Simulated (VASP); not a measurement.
# ZrTa3N4 (Pmmm) in VASP: relaxation of cell and atoms with PBE

Aim: the relaxation of cell and atoms of ZrTa3N4 with PBE.

All numbers are computed with VASP 6.6.1; they aren't measurements. Logs are shortened: lines on timing, memory, paths and dates and some standing lists are left out, and cuts for length are marked.

## 1. The cell of the first run

It takes space group Pmmm (No. 47, orthorhombic). The conventional cell has a = 3.187 Å, b = 4.413 Å, c = 6.291 Å, α = 90.00°, β = 90.00°, γ = 90.00°. Zr (site symmetry mmm) has 6 N at 2.21 to 2.27 Å within 2.9 Å. Within 2.9 Å of Ta (site symmetry mm2) lie 6 N at 2.21 to 2.24 Å. Within 2.9 Å of Ta (site symmetry mmm) lie 6 N at 2.21 Å. Within 2.9 Å of N (site symmetry mmm) lie 6 Ta at 2.21 to 2.24 Å. Within 2.9 Å of N (site symmetry mm2) lie 4 Ta at 2.21 Å and 2 Zr at 2.27 Å. N (site symmetry mmm) has 2 Zr at 2.21 Å and 4 Ta at 2.24 Å within 2.9 Å.

The cell was generated, and may not be a known phase.

## 2. Relaxation of cell and atoms, PBE

INCAR reads:

```
SYSTEM = ZrTa3N4
ALGO     = Fast           ! electronic algorithm
EDIFF    = 1E-6           ! SCF threshold, eV
EDIFFG   = -0.01          ! ionic threshold
ENCUT    = 600            ! plane-wave cutoff, eV
GGA      = PE             ! functional
IBRION   = 2              ! ionic algorithm
ISIF     = 3              ! what is computed and relaxed
ISMEAR   = 0              ! smearing method
LASPH    = .True.         ! aspherical terms in the spheres
LCHARG   = .False.        ! write CHGCAR
LREAL    = .False.        ! projectors in reciprocal space
LWAVE    = .False.        ! write WAVECAR
NELM     = 60             ! most SCF steps
NSW      = 100            ! ionic steps
PREC     = Accurate       ! precision mode
SIGMA    = 0.1            ! smearing width, eV
```

KPOINTS reads:

```
k-points
0
Gamma
  10 8 6
  0 0 0
```

POSCAR reads:

```
ZrTa3N4
1.0
    3.1867558066      0.0000000000      0.0000000000
    0.0000000000      4.4131552113      0.0000000000
    0.0000000000      0.0000000000      6.2914420403
Zr Ta N
1 3 4
Direct
    0.0000000000      0.0000000000      0.0000000000
    0.5000000000      0.5000000000      0.2492239159
    0.0000000000      0.0000000000      0.5000000000
    0.5000000000      0.5000000000      0.7507760841
    0.0000000000      0.5000000000      0.5000000000
    0.5000000000      0.0000000000      0.7432844319
    0.0000000000      0.5000000000      0.0000000000
    0.5000000000      0.0000000000      0.2567155681
```

Potentials or basis: VASP PAW PBE potentials, release 64 (Zr_sv, Ta_pv, N).

Launch:

```
> cat potpaw_PBE.64/Zr_sv/POTCAR potpaw_PBE.64/Ta_pv/POTCAR potpaw_PBE.64/N/POTCAR > POTCAR
> mpirun -np 1 vasp_std > vasp.out
```

OUTCAR:

```text
SYSTEM = ZrTa3N4
   EDIFF = 1E-6
   EDIFFG = -0.01
   ENCUT = 600
   GGA = PE
   IBRION = 2
   ISIF = 3
   ISMEAR = 0
   LASPH = .True.
   LREAL = .False.
   NELM = 60
   NSW = 100
   PREC = Accurate

 ion  position               nearest neighbor table
   1  0.000  0.000  0.000-   7 2.21   7 2.21   8 2.27   6 2.27   6 2.27   8 2.27   2 3.14   2 3.14
                             2 3.14   2 3.14   4 3.14   4 3.14   4 3.14   4 3.14   3 3.15   3 3.15
   2  0.500  0.500  0.249-   8 2.21   8 2.21   7 2.24   7 2.24   5 2.24   5 2.24   4 3.14   1 3.14
                             1 3.14   1 3.14   1 3.14   3 3.15   3 3.15   3 3.15   3 3.15   4 3.16
   3  0.000  0.000  0.500-   5 2.21   5 2.21   8 2.21   6 2.21   6 2.21   8 2.21   1 3.15   1 3.15
                             4 3.15   4 3.15   4 3.15   4 3.15   2 3.15   2 3.15   2 3.15   2 3.15
   4  0.500  0.500  0.751-   6 2.21   6 2.21   7 2.24   7 2.24   5 2.24   5 2.24   2 3.14   1 3.14
                             1 3.14   1 3.14   1 3.14   3 3.15   3 3.15   3 3.15   3 3.15   2 3.16
   5  0.000  0.500  0.500-   3 2.21   3 2.21   4 2.24   4 2.24   2 2.24   2 2.24
   6  0.500  0.000  0.743-   4 2.21   4 2.21   3 2.21   3 2.21   1 2.27   1 2.27
   7  0.000  0.500  0.000-   1 2.21   1 2.21   2 2.24   2 2.24   4 2.24   4 2.24
   8  0.500  0.000  0.257-   2 2.21   2 2.21   3 2.21   3 2.21   1 2.27   1 2.27

  LATTYP: Found a simple orthorhombic cell.
 ALAT       =     3.1867558066
 B/A-ratio  =     1.3848426046
 C/A-ratio  =     1.9742466703

  Lattice vectors:

 A1 = (   3.1867558066,   0.0000000000,   0.0000000000)
 A2 = (   0.0000000000,   4.4131552113,   0.0000000000)
 A3 = (   0.0000000000,   0.0000000000,   6.2914420403)

Analysis of symmetry for initial positions (statically):
=====================================================================
 Subroutine PRICEL returns:
 Original cell was already a primitive cell.

 Routine SETGRP: Setting up the symmetry group for a
 simple orthorhombic supercell.

 Subroutine GETGRP returns: Found  8 space group operations
 (whereof  8 operations were pure point group operations)
 out of a pool of  8 trial point group operations.

The static configuration has the point symmetry D_2h.

Analysis of symmetry for dynamics (positions and initial velocities):
=====================================================================
 Subroutine PRICEL returns:
 Original cell was already a primitive cell.

 Routine SETGRP: Setting up the symmetry group for a
 simple orthorhombic supercell.

 Subroutine GETGRP returns: Found  8 space group operations
 (whereof  8 operations were pure point group operations)
 out of a pool of  8 trial point group operations.

The dynamic configuration has the point symmetry D_2h.

 Subroutine INISYM returns: Found  8 space group operations
 (whereof  8 operations are pure point group operations),
 and found     1 'primitive' translations

----------------------------------------------------------------------------------------

                                     Primitive cell

  volume of cell :      88.4806

  direct lattice vectors                    reciprocal lattice vectors
     3.186755807  0.000000000  0.000000000     0.313798754  0.000000000  0.000000000
     0.000000000  4.413155211  0.000000000     0.000000000  0.226595248  0.000000000
     0.000000000  0.000000000  6.291442040     0.000000000  0.000000000  0.158946072

  length of vectors
     3.186755807  4.413155211  6.291442040     0.313798754  0.226595248  0.158946072

  position of ions in fractional coordinates (direct lattice)
     0.000000000  0.000000000  0.000000000
     0.500000000  0.500000000  0.249223916
     0.000000000  0.000000000  0.500000000
     0.500000000  0.500000000  0.750776084
     0.000000000  0.500000000  0.500000000
     0.500000000  0.000000000  0.743284432
     0.000000000  0.500000000  0.000000000
     0.500000000  0.000000000  0.256715568

  ion indices of the primitive-cell ions
   primitive index   ion index
[... 67 lines left out ...]
   ions per type =               1   3   4
   NGX,Y,Z   is equivalent  to a cutoff of  14.61, 13.56, 13.21 a.u.
   NGXF,Y,Z  is equivalent  to a cutoff of  29.21, 27.12, 26.42 a.u.
 SYSTEM =  ZrTa3N4
   PREC   = accura    normal or accurate (medium, high low for compatibility)
   ISTART =      0    job   : 0-new  1-cont  2-samecut
   ICHARG =      2    charge: 1-file 2-atom 10-const
   ISPIN  =      1    spin polarized calculation?
   LNONCOLLINEAR =      F non collinear calculations
   LSORBIT =      F    spin-orbit coupling
   LASPH  =      T    aspherical Exc in radial PAW
   ENCUT  =  600.0 eV  44.10 Ry    6.64 a.u.   6.36  8.81 12.57*2*pi/ulx,y,z
   NELM   =     60;   NELMIN=  2; NELMDL= -5     # of ELM steps
   EDIFF  = 0.1E-05   stopping-criterion for ELM
   LREAL  =      F    real-space projection
   EDIFFG = -.1E-01   stopping-criterion for IOM
   NSW    =    100    number of steps for IOM
   IBRION =      2    ionic relax: 0-MD 1-quasi-New 2-CG
   NFREE  =      1    steps in history (QN), initial steepest desc. (CG)
   ISIF   =      3    stress and relaxation
   ISYM   =      2    0-nonsym 1-usesym 2-fastsym
   POTIM  = 0.5000    time-step for ionic-motion
   TEBEG  =    0.0;   TEEND  =   0.0 temperature during run
   PSTRESS=    0.0 pullay stress
   NELECT =      65.0000    total number of electrons
   NUPDOWN=      -1.0000    fix difference up-down
   EMIN   =  10.00;   EMAX   =-10.00  energy-range for DOS
   EFERMI =   0.00;   METHOD = LEGACY
   ISMEAR =     0;   SIGMA  =   0.10  broadening in eV -4-tet -1-fermi 0-gaus
   EFERMI_NEDOS =   21; number of points for ismear=-14 and -15
   IALGO  =     68    algorithm
   IMIX   =      4    mixing-type and parameters
     AMIX     =   0.40;   BMIX     =  1.00
     AMIX_MAG =   1.60;   BMIX_MAG =  1.00
  volume/ion in A,a.u.               =      11.06        74.64
  Fermi-wavevector in a.u.,A,eV,Ry     =   1.477168  2.791443 29.688256  2.182025
  Thomas-Fermi vector in A             =   2.591605
   LORBIT       =      0    0 simple, 1 ext, 2 COOP (PROOUT), +10 PAW based schemes
   GGA     = PE    functional components
   LHFCALC =     F    Hartree Fock is set to
   AEXX    =    0.0000 exact exchange contribution
   IVDW    =     0    specifies the selected vdW correction
   LEPSILON=     F    determine dielectric tensor
   LRPA    =     F    only Hartree local field effects (RPA)
 conjugate gradient relaxation of ions
 non-spin polarized calculation
 RMM-DIIS sequential band-by-band and
 Gauss-broadening in eV      SIGMA  =   0.10
  energy-cutoff  :      600.00
  volume of cell :       88.48
 maximum number of plane-waves:      2976
 NGX is ok and might be reduce to    28
   NGX = 13   NGY = 17   NGZ = 25

--------------------------------------- Ionic step        1  -------------------------------------------

 number of electron      64.9999997 magnetization

 Free energy of the ion-electron system (eV)
  ---------------------------------------------------
  ext. energy  EPLUGINS =         0.00000000
  ---------------------------------------------------
  free energy    TOTEN  =       -84.98145896 eV

  energy without entropy =      -84.96651769  energy(sigma->0) =      -84.97398832

------------------------ aborting loop because EDIFF is reached ----------------------------------------

  FORCE on cell =-STRESS in cart. coord.  units (eV):
  Direction    XX          YY          ZZ          XY          YZ          ZX
  --------------------------------------------------------------------------------------
  -------------------------------------------------------------------------------------
  Total       -1.6114207      2.6293790     -0.0129651     -0.0000000      0.0000000      0.0000000
  in kB      -29.1790617     47.6119076     -0.2347683     -0.0000000      0.0000000      0.0000000
  external PRESSURE =       6.0660259 kB  Pullay stress =       0.0000000 kB
[... 29 lines left out ...]
--------------------------------------- Ionic step        2  -------------------------------------------

 number of electron      64.9999996 magnetization

------------------------ aborting loop EDIFF was not reached (unconverged)  ----------------------------

  FORCE on cell =-STRESS in cart. coord.  units (eV):
  Direction    XX          YY          ZZ          XY          YZ          ZX
  --------------------------------------------------------------------------------------
  -------------------------------------------------------------------------------------
  Total        0.2041703     -2.4976461      0.6855563      0.0000000      0.0000000      0.0000000
  in kB        3.6753410    -44.9609977     12.3409375      0.0000000      0.0000000      0.0000000
  external PRESSURE =      -9.6482397 kB  Pullay stress =       0.0000000 kB
[... 65 lines left out ...]
  FREE ENERGIE OF THE ION-ELECTRON SYSTEM (eV)
  ---------------------------------------------------
  free  energy   TOTEN  =       -85.9167907558 eV

  energy  without entropy=      -85.8984262922  energy(sigma->0) =      -85.90760852

[... ionic steps 4 to 13 ...]

--------------------------------------- Ionic step       14  -------------------------------------------

 number of electron      64.9999999 magnetization

------------------------ aborting loop because EDIFF is reached ----------------------------------------
[... 79 lines left out ...]
--------------------------------------- Ionic step       16  -------------------------------------------

 number of electron      64.9999999 magnetization

 Free energy of the ion-electron system (eV)
  ---------------------------------------------------
  ext. energy  EPLUGINS =         0.00000000
  ---------------------------------------------------
  free energy    TOTEN  =       -85.94135113 eV

  energy without entropy =      -85.92583950  energy(sigma->0) =      -85.93359531

 E-fermi :  10.0863     XC(G=0): -13.1454

 val. band max:       10.0815489108   @ k =   0.5000   0.5000   0.0000
 cond. band min:      10.0882550050   @ k =   0.5000   0.5000   0.0000
 fundamental gap:      0.0067060942
 Fermi energy:        10.0863475722

 k-point     1 :       0.0000    0.0000    0.0000
  band No.  band energies     occupation
      1     -39.4749      2.00000
      2     -26.2118      2.00000
      3     -26.1758      2.00000
      4     -25.9975      2.00000
      5     -25.9353      2.00000
      6     -25.8658      2.00000
[... 997 lines left out ...]
     38      12.3305      0.00000
     39      12.5611      0.00000

 [... further k-points ...]

------------------------ aborting loop because EDIFF is reached ----------------------------------------

  FORCE on cell =-STRESS in cart. coord.  units (eV):
  Direction    XX          YY          ZZ          XY          YZ          ZX
  --------------------------------------------------------------------------------------
  -------------------------------------------------------------------------------------
  Total       -0.0325516     -0.0005023      0.0138409     -0.0000000      0.0000000      0.0000000
  in kB       -0.5883331     -0.0090780      0.2501587     -0.0000000      0.0000000      0.0000000
  external PRESSURE =      -0.1157508 kB  Pullay stress =       0.0000000 kB
[... 23 lines left out ...]
  FREE ENERGIE OF THE ION-ELECTRON SYSTEM (eV)
  ---------------------------------------------------
  free  energy   TOTEN  =       -85.9413511306 eV

  energy  without entropy=      -85.9258394987  energy(sigma->0) =      -85.93359531

 reached required accuracy - stopping structural energy minimisation
```

Wall time 2 h (1 thread of Oxide Virtual Turin-like, shared host); peak memory 0.53 GiB.

Results:

| Property | Result |
| --- | --- |
| Free energy | -85.9414 eV |
| Relaxed volume | 11.08 Å³/atom |
| Relaxed cell | a = 3.152 Å, b = 4.447 Å, c = 6.325 Å, α = 90.00°, β = 90.00°, γ = 90.00° |
| Space group after relaxing (to 0.1 Å) | Pmmm (No. 47) |
| Energy gained by relaxing | 120.0 meV/atom |
| Ionic steps | 16 |
| Pressure after relaxing | 0.0 GPa |
| Largest force after relaxing | 0.006 eV/Å |
| Band gap on the k mesh | zero (an odd number of electrons rules out a gap without spin polarisation) |

Forces in eV/Å, atoms in the order of the input:
```
Zr   0.000  0.000  0.000
Ta   0.000  0.000  0.005
Ta   0.000  0.000  0.000
Ta   0.000  0.000 -0.005
N    0.000  0.000  0.000
N    0.000  0.000 -0.006
N    0.000  0.000  0.000
N    0.000  0.000  0.006
```

The path:
```csv
step,energy change (eV),largest force (eV/Å),pressure (GPa),volume (Å³)
1,0.0000,0.1435,0.61,88.48
2,-0.7551,0.0328,-0.96,89.00
3,-0.9353,0.0266,-1.15,89.00
4,-0.9424,0.0637,-0.54,88.80
5,-0.9582,0.0330,0.80,88.41
6,-0.9582,0.0332,0.80,88.42
7,-0.9596,0.0333,0.33,88.55
8,-0.9596,0.0351,0.31,88.56
9,-0.9598,0.0245,-0.13,88.68
10,-0.9598,0.0261,-0.10,88.67
11,-0.9599,0.0175,-0.03,88.65
12,-0.9599,0.0129,0.02,88.64
13,-0.9599,0.0119,0.01,88.64
14,-0.9599,0.0108,0.03,88.63
15,-0.9599,0.0161,0.04,88.64
16,-0.9599,0.0056,-0.01,88.65
```

Final structure:
```yaml
crystal:
  lattice:
    - [3.15165, 0.00000, 0.00000]
    - [0.00000, 4.44715, 0.00000]
    - [0.00000, 0.00000, 6.32470]
  atoms:
    - { symbol: Zr, position: [0.00000, 0.00000, 0.00000] }
    - { symbol: Ta, position: [0.50000, 0.50000, 0.25052] }
    - { symbol: Ta, position: [0.00000, 0.00000, 0.50000] }
    - { symbol: Ta, position: [0.50000, 0.50000, 0.74948] }
    - { symbol: N, position: [0.00000, 0.50000, 0.50000] }
    - { symbol: N, position: [0.50000, 0.00000, 0.74214] }
    - { symbol: N, position: [0.00000, 0.50000, 0.00000] }
    - { symbol: N, position: [0.50000, 0.00000, 0.25786] }
```

Caveat: spin-orbit coupling is left out, which moves the levels of the heavy elements.
